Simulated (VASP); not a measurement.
# Se3BrO (Pm-3m) in VASP: single point with PBE

Aim: the single point of Se3BrO with PBE.

Everything below comes from runs of VASP 6.6.1. Logs are shortened: lines on timing, memory, paths and dates and some standing lists are left out, and cuts for length are marked.

### 1 The cell of the first run

The structure is cubic, space group Pm-3m (No. 221). Conventional cell: a = 4.714 Å, b = 4.714 Å, c = 4.714 Å, α = 90.00°, β = 90.00°, γ = 90.00°. Se (site symmetry 4/mmm) has 2 O at 2.36 Å within 3.1 Å. Within 3.1 Å of O (site symmetry m-3m) lie 6 Se at 2.36 Å. Br (site symmetry m-3m) has 12 Se at 3.33 Å and 8 O at 4.08 Å within 4.4 Å.

### 2 Single point, PBE

File INCAR:

```
PREC = Accurate
ENCUT = 520
EDIFF = 1E-6
ISMEAR = -1
SIGMA = 0.1
LREAL = F
LASPH = T
NELM = 80
ALGO = Normal
ISIF = 2
LWAVE = F
LCHARG = F
GGA = PE
NBANDS = 24
```

File KPOINTS:

```
Automatic mesh
0
Gamma
  7 7 7
```

File POSCAR:

```
Se3BrO
1.0
    4.7141360000      0.0000000000      0.0000000000
    0.0000000000      4.7141360000      0.0000000000
    0.0000000000      0.0000000000      4.7141360000
Se O Br
3 1 1
Direct
    0.5000000000      0.0000000000      0.5000000000
    0.0000000000      0.5000000000      0.5000000000
    0.5000000000      0.5000000000      0.0000000000
    0.5000000000      0.5000000000      0.5000000000
    0.0000000000      0.0000000000      0.0000000000
```

Potentials or basis: VASP PAW PBE potentials, release 64 (Se, O, Br).

The run is started by

```
$ cat potpaw_PBE.64/Se/POTCAR potpaw_PBE.64/O/POTCAR potpaw_PBE.64/Br/POTCAR > POTCAR
$ mpirun -np 1 vasp_std > vasp.out
```

OUTCAR:

```text
PREC = Accurate
   ENCUT = 520
   EDIFF = 1E-6
   ISMEAR = -1
   LREAL = F
   LASPH = T
   NELM = 80
   ISIF = 2
   GGA = PE

 ion  position               nearest neighbor table
   1  0.500  0.000  0.500-   4 2.36   4 2.36
   2  0.000  0.500  0.500-   4 2.36   4 2.36
   3  0.500  0.500  0.000-   4 2.36   4 2.36
   4  0.500  0.500  0.500-   1 2.36   2 2.36   3 2.36   3 2.36   1 2.36   2 2.36
   5  0.000  0.000  0.000-

  LATTYP: Found a simple cubic cell.
 ALAT       =     4.7141360000

  Lattice vectors:

 A1 = (   4.7141360000,   0.0000000000,   0.0000000000)
 A2 = (   0.0000000000,   4.7141360000,   0.0000000000)
 A3 = (   0.0000000000,   0.0000000000,   4.7141360000)

Analysis of symmetry for initial positions (statically):
=====================================================================
 Subroutine PRICEL returns:
 Original cell was already a primitive cell.

 Routine SETGRP: Setting up the symmetry group for a
 simple cubic supercell.

 Subroutine GETGRP returns: Found 48 space group operations
 (whereof 48 operations were pure point group operations)
 out of a pool of 48 trial point group operations.

The static configuration has the point symmetry O_h .

Analysis of symmetry for dynamics (positions and initial velocities):
=====================================================================
 Subroutine PRICEL returns:
 Original cell was already a primitive cell.

 Routine SETGRP: Setting up the symmetry group for a
 simple cubic supercell.

 Subroutine GETGRP returns: Found 48 space group operations
 (whereof 48 operations were pure point group operations)
 out of a pool of 48 trial point group operations.

The dynamic configuration has the point symmetry O_h .

 Subroutine INISYM returns: Found 48 space group operations
 (whereof 48 operations are pure point group operations),
 and found     1 'primitive' translations

----------------------------------------------------------------------------------------

                                     Primitive cell

  volume of cell :     104.7626

  direct lattice vectors                    reciprocal lattice vectors
     4.714136000  0.000000000  0.000000000     0.212127949  0.000000000  0.000000000
     0.000000000  4.714136000  0.000000000     0.000000000  0.212127949  0.000000000
     0.000000000  0.000000000  4.714136000     0.000000000  0.000000000  0.212127949

  length of vectors
     4.714136000  4.714136000  4.714136000     0.212127949  0.212127949  0.212127949

  position of ions in fractional coordinates (direct lattice)
     0.500000000  0.000000000  0.500000000
     0.000000000  0.500000000  0.500000000
     0.500000000  0.500000000  0.000000000
     0.500000000  0.500000000  0.500000000
     0.000000000  0.000000000  0.000000000

  ion indices of the primitive-cell ions
   primitive index   ion index
                 1           1
                 2           2
                 3           3
                 4           4
                 5           5

----------------------------------------------------------------------------------------

 KPOINTS: Automatic mesh

Automatic generation of k-mesh.
 Grid dimensions read from file:
 generate k-points for:    7    7    7

 Generating k-lattice:

  Cartesian coordinates                     Fractional coordinates (reciprocal lattice)
     0.030303993  0.000000000  0.000000000     0.142857143  0.000000000  0.000000000
     0.000000000  0.030303993  0.000000000     0.000000000  0.142857143  0.000000000
     0.000000000  0.000000000  0.030303993     0.000000000  0.000000000  0.142857143

  Length of vectors
     0.030303993  0.030303993  0.030303993

  Shift w.r.t. Gamma in fractional coordinates (k-lattice)
     0.000000000  0.000000000  0.000000000

 Subroutine IBZKPT returns following result:
 ===========================================

 Found     20 irreducible k-points:

 Following reciprocal coordinates:
            Coordinates               Weight
  0.000000  0.000000  0.000000      1.000000
  0.142857  0.000000  0.000000      6.000000
  0.285714  0.000000  0.000000      6.000000
  0.428571  0.000000  0.000000      6.000000
  0.142857  0.142857  0.000000     12.000000
  0.285714  0.142857  0.000000     24.000000
[... 12 lines left out ...]
  0.428571  0.428571  0.285714     24.000000
  0.428571  0.428571  0.428571      8.000000
   k-points           NKPTS =     20   k-points in BZ     NKDIM =     20   number of bands    NBANDS=     24
   number of dos      NEDOS =    301   number of ions     NIONS =      5
   total plane-waves  NPLWV =  46656
   dimension x,y,z NGX =    36 NGY =   36 NGZ =   36
   dimension x,y,z NGXF=    72 NGYF=   72 NGZF=   72
   ions per type =               3   1   1
   NGX,Y,Z   is equivalent  to a cutoff of  12.70, 12.70, 12.70 a.u.
   NGXF,Y,Z  is equivalent  to a cutoff of  25.39, 25.39, 25.39 a.u.
 SYSTEM =  unknown system
   PREC   = accura    normal or accurate (medium, high low for compatibility)
   ISTART =      0    job   : 0-new  1-cont  2-samecut
   ICHARG =      2    charge: 1-file 2-atom 10-const
   ISPIN  =      1    spin polarized calculation?
   LNONCOLLINEAR =      F non collinear calculations
   LSORBIT =      F    spin-orbit coupling
   LASPH  =      T    aspherical Exc in radial PAW
   ENCUT  =  520.0 eV  38.22 Ry    6.18 a.u.   8.77  8.77  8.77*2*pi/ulx,y,z
   NELM   =     80;   NELMIN=  2; NELMDL= -5     # of ELM steps
   EDIFF  = 0.1E-05   stopping-criterion for ELM
   LREAL  =      F    real-space projection
   EDIFFG = 0.1E-04   stopping-criterion for IOM
   NSW    =      0    number of steps for IOM
   IBRION =     -1    ionic relax: 0-MD 1-quasi-New 2-CG
   NFREE  =      0    steps in history (QN), initial steepest desc. (CG)
   ISIF   =      2    stress and relaxation
   ISYM   =      2    0-nonsym 1-usesym 2-fastsym
   POTIM  = 0.5000    time-step for ionic-motion
   TEBEG  =    0.0;   TEEND  =   0.0 temperature during run
   PSTRESS=    0.0 pullay stress
   NELECT =      31.0000    total number of electrons
   NUPDOWN=      -1.0000    fix difference up-down
   EMIN   =  10.00;   EMAX   =-10.00  energy-range for DOS
   EFERMI =   0.00;   METHOD = LEGACY
   ISMEAR =    -1;   SIGMA  =   0.10  broadening in eV -4-tet -1-fermi 0-gaus
   EFERMI_NEDOS =   21; number of points for ismear=-14 and -15
   IALGO  =     38    algorithm
   IMIX   =      4    mixing-type and parameters
     AMIX     =   0.40;   BMIX     =  1.00
     AMIX_MAG =   1.60;   BMIX_MAG =  1.00
  volume/ion in A,a.u.               =      20.95       141.39
  Fermi-wavevector in a.u.,A,eV,Ry     =   1.090921  2.061542 16.192410  1.190109
  Thomas-Fermi vector in A             =   2.227155
   LORBIT       =      0    0 simple, 1 ext, 2 COOP (PROOUT), +10 PAW based schemes
   GGA     = PE    functional components
   LHFCALC =     F    Hartree Fock is set to
   AEXX    =    0.0000 exact exchange contribution
   IVDW    =     0    specifies the selected vdW correction
   LEPSILON=     F    determine dielectric tensor
   LRPA    =     F    only Hartree local field effects (RPA)
 non-spin polarized calculation
  energy-cutoff  :      520.00
  volume of cell :      104.76
 maximum number of plane-waves:      2849
 NGX is ok and might be reduce to    36
   NGX = 17   NGY = 17   NGZ = 17

 number of electron      31.0000000 magnetization

 Free energy of the ion-electron system (eV)
  ---------------------------------------------------
  ext. energy  EPLUGINS =         0.00000000
  ---------------------------------------------------
  free energy    TOTEN  =       -13.52173777 eV

  energy without entropy =      -13.35693290  energy(sigma->0) =      -13.43933534

 E-fermi :   3.2423     XC(G=0):  -9.8794

 val. band max:        3.2288601934   @ k =   0.2857   0.2857   0.1429
 cond. band min:       3.2502030349   @ k =   0.2857   0.2857   0.1429
 fundamental gap:      0.0213428415
 Fermi energy:         3.2422916884

 k-point     1 :       0.0000    0.0000    0.0000
  band No.  band energies     occupation
      1     -15.8909      2.00000
      2     -11.5297      2.00000
      3      -8.7742      2.00000
      4      -8.4863      2.00000
      5      -8.4863      2.00000
      6      -3.2881      2.00000
[... 16 lines left out ...]
     23       9.6350      0.00000
     24       9.6350      0.00000

 k-point     2 :       0.1429    0.0000    0.0000
  band No.  band energies     occupation
      1     -15.8693      2.00000
      2     -11.5129      2.00000
      3      -8.8469      2.00000
      4      -8.6605      2.00000
      5      -8.4783      2.00000
      6      -3.2388      2.00000
[... 16 lines left out ...]
     23       9.7596      0.00000
     24      10.1747      0.00000

 k-point     3 :       0.2857    0.0000    0.0000
  band No.  band energies     occupation
      1     -15.8189      2.00000
      2     -11.4772      2.00000
      3      -9.0895      2.00000
      4      -8.9068      2.00000
      5      -8.4600      2.00000
      6      -3.1188      2.00000
[... 16 lines left out ...]
     23      10.6573      0.00000
     24      11.5716      0.00000
[... 406 lines left out ...]
 k-point    19 :       0.4286    0.4286    0.2857
  band No.  band energies     occupation
      1     -15.6092      2.00000
      2     -11.2323      2.00000
      3      -9.4875      2.00000
      4      -9.4714      2.00000
      5      -9.2027      2.00000
      6      -1.4462      2.00000
[... 16 lines left out ...]
     23      12.1838      0.00000
     24      12.2157      0.00000

 k-point    20 :       0.4286    0.4286    0.4286
  band No.  band energies     occupation
      1     -15.5724      2.00000
      2     -11.2081      2.00000
      3      -9.4704      2.00000
      4      -9.4379      2.00000
      5      -9.4379      2.00000
      6      -1.6520      2.00000
[... 16 lines left out ...]
     23      11.6793      0.00000
     24      11.6793      0.00000

------------------------ aborting loop because EDIFF is reached ----------------------------------------

  FORCE on cell =-STRESS in cart. coord.  units (eV):
  Direction    XX          YY          ZZ          XY          YZ          ZX
  --------------------------------------------------------------------------------------
  -------------------------------------------------------------------------------------
  Total       -2.1231834     -2.1231834     -2.1231834      0.0000000     -0.0000000      0.0000000
  in kB      -32.4707092    -32.4707092    -32.4707092      0.0000000     -0.0000000      0.0000000
  external PRESSURE =     -32.4707092 kB  Pullay stress =       0.0000000 kB

 VOLUME and BASIS-vectors are now :
 -----------------------------------------------------------------------------
  energy-cutoff  :      520.00
  volume of cell :      104.76
      direct lattice vectors                 reciprocal lattice vectors
     4.714136000  0.000000000  0.000000000     0.212127949  0.000000000  0.000000000
     0.000000000  4.714136000  0.000000000     0.000000000  0.212127949  0.000000000
     0.000000000  0.000000000  4.714136000     0.000000000  0.000000000  0.212127949

 POSITION                                       TOTAL-FORCE (eV/Angst)
 -----------------------------------------------------------------------------------
      2.35707      0.00000      2.35707         0.000000      0.000000      0.000000
      0.00000      2.35707      2.35707         0.000000      0.000000      0.000000
      2.35707      2.35707      0.00000         0.000000      0.000000      0.000000
      2.35707      2.35707      2.35707         0.000000      0.000000      0.000000
      0.00000      0.00000      0.00000         0.000000      0.000000      0.000000
 -----------------------------------------------------------------------------------
    total drift:                                0.000000      0.000000      0.000000

  FREE ENERGIE OF THE ION-ELECTRON SYSTEM (eV)
  ---------------------------------------------------
  free  energy   TOTEN  =       -13.5217377740 eV

  energy  without entropy=      -13.3569329008  energy(sigma->0) =      -13.43933534
```

Run time: 80 s. Hardware: 1 thread of Intel Xeon 8259CL, shared host; peak memory 0.23 GiB.

Results:

* Free energy: -13.5217 eV
* Pressure: -3.2 GPa
* Band gap on the k mesh: zero (an odd number of electrons rules out a gap without spin polarisation)

Caveat: the cell stands under tension; an odd number of electrons without spin polarisation forces a metal; a magnetic or distorted state may lie lower.
